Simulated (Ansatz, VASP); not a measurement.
# One calculation of F, two programs

File INCAR:

```
SYSTEM = F
ALGO = Normal
EDIFF = 1E-6
ENCUT = 520
GGA = PE
ISIF = 2
ISMEAR = 0
LASPH = .TRUE.
LCHARG = .TRUE.
LELF = .TRUE.
LREAL = .FALSE.
LVHAR = .TRUE.
LWAVE = .FALSE.
NBANDS = 22
NELM = 100
PREC = Accurate
SIGMA = 0.02
```

The input KPOINTS:

```
k-points
0
G
  8 8 4
  0 0 0
```

The input POSCAR:

```
F
1.0
    2.7371040930     -1.6263664690      0.0001869816
    2.7458753798      1.6410744194     -0.0031151458
   -1.5337593117     -0.0112685048      7.0904118682
F
4
Direct
    0.9360478669      0.5935349484      0.1019271530
    0.4233262302      0.0245883255      0.3862601913
    0.0156923352      0.4189427966      0.9170805336
    0.6204574401      0.9517514056      0.5969000129
```

Input for Ansatz:

```yaml
crystal:
  lattice:
    - [2.737104093, -1.626366469, 0.0001869816]
    - [2.7458753798, 1.6410744194, -0.0031151458]
    - [-1.5337593117, -0.0112685048, 7.0904118682]
  atoms:
    - { symbol: F, position: [0.9360478669, 0.5935349484, 0.101927153] }
    - { symbol: F, position: [0.4233262302, 0.0245883255, 0.3862601913] }
    - { symbol: F, position: [0.0156923352, 0.4189427966, 0.9170805336] }
    - { symbol: F, position: [0.6204574401, 0.9517514056, 0.5969000129] }
basis:
  ecutwfc: 420
kpoints:
  mp_grid: { grid: [8, 8, 4] }
hamiltonian:
  xc: pbe
scf:
  occupations: { method: gaussian, width: 0.02 }
output:
  forces: true
  stress: true
  eigenvalues: true
```

Change from the starting cell: all atoms moved at random (sigma 0.07 Å), cell strained at random (1 %).

Alike in both runs: task single point; functional PBE; k mesh 8 × 8 × 4; occupations gaussian, width 0.02 eV; no spin polarisation.

```csv
,VASP,Ansatz
version,VASP 6.6.1,Ansatz 0.2.0
potentials or method,"VASP PAW PBE potentials, release 64 (F), cutoff 520 eV","scalar-relativistic, plane waves, PAW"
valence electrons in the cell,28,28
```

Ansatz gave:

* gap on the k mesh at the Fermi level (eV): 1.55
* least direct gap on the mesh (eV): 1.55
* pressure (GPa): -1.3
* traceless stress, the component that is largest in VASP (GPa): 4.98
* rms of the force components (eV/Å): 1.393

Task: Estimate VASP's values.

Result: gap on the k mesh at the Fermi level (eV): 1.53; least direct gap on the mesh (eV): 1.53; pressure (GPa): -1.2; traceless stress, the component that is largest in VASP (GPa): 5.27; rms of the force components (eV/Å): 1.441.

Atom by atom the forces differ by 0.197 eV/Å (rms over components).
